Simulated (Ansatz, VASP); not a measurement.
GaN: VASP beside Ansatz

```
Ga N
1.0
     0.00000    2.21657    2.21657
     2.21657    0.00000    2.21657
     2.21657    2.21657    0.00000
Ga N
1 1
Direct
  0.00000 0.00000 0.00000
  0.25000 0.25000 0.25000
```

Alike in both runs: task single point; functional LDA; k mesh 10 × 10 × 10; non-collinear spin, spin-orbit coupling.

|  | VASP | Ansatz |
| --- | --- | --- |
| version | VASP 6.6.1 | Ansatz 0.2.0 |
| potentials or method | VASP PAW LDA potentials, release 64 (Ga_d, N), cutoff 520 eV | all-electron LAPW |
| occupations | gaussian, width 0.01 eV | fixed |

Ansatz gave:

| Item | Value |
| --- | --- |
| pressure (GPa) | 3.3 |
| net moment per atom (μB) | 0.00 |

Question: What did VASP give for the same quantities?

Answer: Pressure (GPa): 4.3; net moment per atom (μB): 0.00.

LDA's correlation is that of Perdew and Zunger in VASP and of Perdew and Wang (1992) in Ansatz. Ansatz ran all-electron here, and VASP with PAW potentials.
